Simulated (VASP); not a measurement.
A run of VASP 6.6.1 is set up as follows.

The input INCAR:

```
SYSTEM = NbC2
PREC     = Accurate       ! precision mode
ENCUT    = 1300           ! plane-wave cutoff, eV
EDIFF    = 1E-6           ! SCF threshold, eV
ISMEAR   = 0              ! smearing method
SIGMA    = 0.2            ! smearing width, eV
LREAL    = .False.        ! projectors in reciprocal space
LASPH    = .True.         ! aspherical terms in the spheres
NELM     = 120            ! most SCF steps
ALGO     = Normal         ! electronic algorithm
ISIF     = 2              ! what is computed and relaxed
LWAVE    = .False.        ! write WAVECAR
LCHARG   = .False.        ! write CHGCAR
GGA      = PE             ! functional
NBANDS   = 30             ! bands
GGA_COMPAT= .False.
```

The input KPOINTS:

```
regular mesh
0
Gamma
  4 4 3
  0 0 0
```

The input POSCAR:

```
NbC2
1.0
    4.0145386611      0.0000000000      0.0000000000
    0.0000000000      4.0145386611      0.0000000000
    0.0000000000      0.0000000000      5.5776416832
Nb C
2 4
Direct
    0.5000000000      0.5000000000      0.2274073878
    0.5000000000      0.5000000000      0.7725926122
    0.1832492611      0.1832492611      0.0000000000
    0.8167507389      0.8167507389      0.0000000000
    0.8167507389      0.1832492611      0.0000000000
    0.1832492611      0.8167507389      0.0000000000
```

Potentials or basis: VASP PAW PBE potentials, release 64 (Nb_sv, C_h).

The run is started by

```console
$ cat potpaw_PBE.64/Nb_sv/POTCAR potpaw_PBE.64/C_h/POTCAR > POTCAR
$ mpirun -np 1 vasp_std > vasp.out
```

**Question.** What does it give for the largest force?

**Answer.** 0.035 eV/Å.

**Question.** What does it give for the pressure?

**Answer.** -0.3 GPa.

**Question.** Predict the band gap on the k mesh.

**Answer.** Zero (bands 21 and 22 overlap by 0.84 eV).

Stress tensor (GPa, compression positive):
```
-0.25  0.00  0.00
 0.00 -0.25  0.00
 0.00  0.00 -0.37
```

Caveat: the k points lie up to 0.39 Å⁻¹ apart, too coarse for converged energies and pressures of a metal.
